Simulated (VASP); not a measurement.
# SiSn2 (R-3m) in VASP: a series of runs, part 2 of 2

VASP 6.6.1. Earlier steps stand in the parts before.

## 3. Relaxation of cell and atoms, PBE

This run uses another cell than the first one, of 28.85 Å³/atom, 1.188 times its volume.

Input file INCAR:

```
SYSTEM = SiSn2
ALGO = Fast
EDIFF = 1E-7
EDIFFG = -0.08
ENCUT = 600
GGA = PE
IBRION = 2
ISIF = 3
ISMEAR = 0
LASPH = .True.
LCHARG = .False.
LREAL = .False.
LWAVE = .False.
NELM = 80
NSW = 36
PREC = Accurate
SIGMA = 0.2
```

Input file KPOINTS:

```
k-points
0
Gamma
  5 5 5
  0 0 0
```

Input file POSCAR:

```
SiSn2
1.0
    2.9388283400      1.6967333300      2.8932547100
   -2.9388283400      1.6967333300      2.8932547100
    0.0000000000     -3.3934666700      2.8932547100
Si Sn
1 2
Direct
    0.0000000000      0.0000000000      0.0000000000
    0.2762045600      0.2762045600      0.2762045600
    0.7237954400      0.7237954400      0.7237954400
```

Potentials or basis: VASP PAW PBE potentials, release 64 (Si, Sn_d).

The run is started by

```
$ cat potpaw_PBE.64/Si/POTCAR potpaw_PBE.64/Sn_d/POTCAR > POTCAR
$ mpirun -np 1 vasp_std > vasp.out
```

OUTCAR:

```text
SYSTEM = SiSn2
   EDIFF = 1E-7
   EDIFFG = -0.08
   ENCUT = 600
   GGA = PE
   IBRION = 2
   ISIF = 3
   ISMEAR = 0
   LASPH = .True.
   LREAL = .False.
   NELM = 80
   NSW = 36
   PREC = Accurate

 ion  position               nearest neighbor table
   1  0.000  0.000  0.000-   2 2.40   3 2.40   3 3.43   3 3.43   2 3.43   2 3.43   3 3.43   2 3.43

   2  0.276  0.276  0.276-   1 2.40   1 3.43   1 3.43   1 3.43   3 3.54   3 3.54   3 3.54
   3  0.724  0.724  0.724-   1 2.40   1 3.43   1 3.43   1 3.43   2 3.54   2 3.54   2 3.54

  LATTYP: Found a trigonal (rhomboedric) cell.
 ALAT       =     4.4594325673
 COS(alpha) =     0.1314011866

  Lattice vectors:

 A1 = (   2.9388283400,   1.6967333300,   2.8932547100)
 A2 = (  -2.9388283400,   1.6967333300,   2.8932547100)
 A3 = (   0.0000000000,  -3.3934666700,   2.8932547100)

[... 277 lines left out ...]
  free  energy   TOTEN  =       -12.0532656264 eV

  energy  without entropy=      -12.0199217878  energy(sigma->0) =      -12.03659371

[... ionic steps 4 to 7 ...]

--------------------------------------- Ionic step        8  -------------------------------------------

 number of electron      32.0000003 magnetization

------------------------ aborting loop because EDIFF is reached ----------------------------------------
[... 69 lines left out ...]
--------------------------------------- Ionic step       10  -------------------------------------------

 number of electron      31.9999992 magnetization

 Free energy of the ion-electron system (eV)
  ---------------------------------------------------
  ext. energy  EPLUGINS =         0.00000000
  ---------------------------------------------------
  free energy    TOTEN  =       -12.28747153 eV

  energy without entropy =      -12.27096856  energy(sigma->0) =      -12.27922004

 E-fermi :   7.2973     XC(G=0):  -9.9638

 val. band max:        7.0755605322   @ k =   0.2000   0.2000   0.0000
 cond. band min:       7.4147553944   @ k =   0.4000   0.0000   0.0000
 fundamental gap:      0.3391948622
 Fermi energy:         7.2973421630

 k-point     1 :       0.0000    0.0000    0.0000
  band No.  band energies     occupation
      1     -14.3504      2.00000
      2     -14.3504      2.00000
      3     -14.3154      2.00000
      4     -14.3154      2.00000
      5     -14.2916      2.00000
      6     -14.2676      2.00000
[... 456 lines left out ...]
  FREE ENERGIE OF THE ION-ELECTRON SYSTEM (eV)
  ---------------------------------------------------
  free  energy   TOTEN  =       -12.2874715289 eV

  energy  without entropy=      -12.2709685561  energy(sigma->0) =      -12.27922004

 reached required accuracy - stopping structural energy minimisation
```

CONTCAR:

```text
SiSn2
   1.00000000000000
     2.6169471341907147    1.5108951291395072    3.2424637864608532
    -2.6169471341907147    1.5108951291395072    3.2424637864608532
    -0.0000000000000000   -3.0217902682734836    3.2424637871611397
  Si              Sn
     1     2
Direct
     0.0000000000000000    0.0000000000000000    0.0000000000000000
     0.2858337545916673    0.2858337545916673    0.2858337545917590
     0.7141662454083326    0.7141662454083326    0.7141662454082410

  0.00000000E+00  0.00000000E+00  0.00000000E+00
  0.00000000E+00  0.00000000E+00  0.00000000E+00
  0.00000000E+00  0.00000000E+00  0.00000000E+00
```

Wall time 2.2 min (1 thread of Intel Xeon 6975P-C (Granite Rapids), shared host); peak memory 0.22 GiB.

What came out:

```
Free energy                            : -12.2875 eV
Relaxed volume                         : 25.64 Å³/atom
Relaxed cell                           : a = 4.432 Å, b = 4.432 Å, c = 4.432 Å, α = 72.38°, β = 72.38°, γ = 72.38°
Space group after relaxing (to 0.05 Å) : R-3m (No. 166)
Energy gained by relaxing              : 360.3 meV/atom
Ionic steps                            : 10
Pressure after relaxing                : -0.1 GPa
Largest force after relaxing           : 0.064 eV/Å
Band gap on the k mesh                 : zero (band 16 reaches 8.46 eV, above the bottom of band 17 at 5.76 eV)
```

Forces on the atoms (eV/Å):
```
Si   0.000  0.000  0.000
Sn   0.000  0.000 -0.064
Sn   0.000  0.000  0.064
```

Step by step:
| step | energy change (eV) | largest force (eV/Å) | pressure (GPa) | volume (Å³) |
| --- | --- | --- | --- | --- |
| 1 | 0.0000 | 2.5095 | 1.02 | 86.56 |
| 2 | -0.8625 | 0.2938 | -5.25 | 87.50 |
| 3 | -0.8466 | 0.0782 | -5.10 | 87.53 |
| 4 | -0.8603 | 0.2135 | -5.22 | 87.52 |
| 5 | -1.0522 | 0.3877 | 0.22 | 76.40 |
| 6 | -1.0563 | 0.3585 | -0.62 | 77.60 |
| 7 | -1.0753 | 0.1501 | -0.07 | 76.66 |
| 8 | -1.0761 | 0.0900 | 0.10 | 76.41 |
| 9 | -1.0774 | 0.0847 | 0.05 | 76.54 |
| 10 | -1.0808 | 0.0641 | -0.09 | 76.92 |

Final structure:
```
Si Sn
1.0
     2.61695    1.51090    3.24246
    -2.61695    1.51090    3.24246
     0.00000   -3.02179    3.24246
Si Sn
1 2
Cartesian
  0.0000 0.0000 0.0000
  0.0000 0.0000 2.7804
  0.0000 0.0000 6.9470
```

Levels at points of the mesh, in eV from the Fermi level:
```csv
k point,band 12,band 13,band 14,band 15,band 16,band 17,band 18,band 19,band 20
"(0.00, 0.00, 0.00)",-4.25,-3.57,-1.73,-1.73,-1.27,-1.27,0.40,1.77,3.95
```

Caveat: spin-orbit coupling is left out, which moves the levels of the heavy elements; the relaxation stopped at a loose force limit of 0.08 eV/Å, so its end isn't a converged minimum.
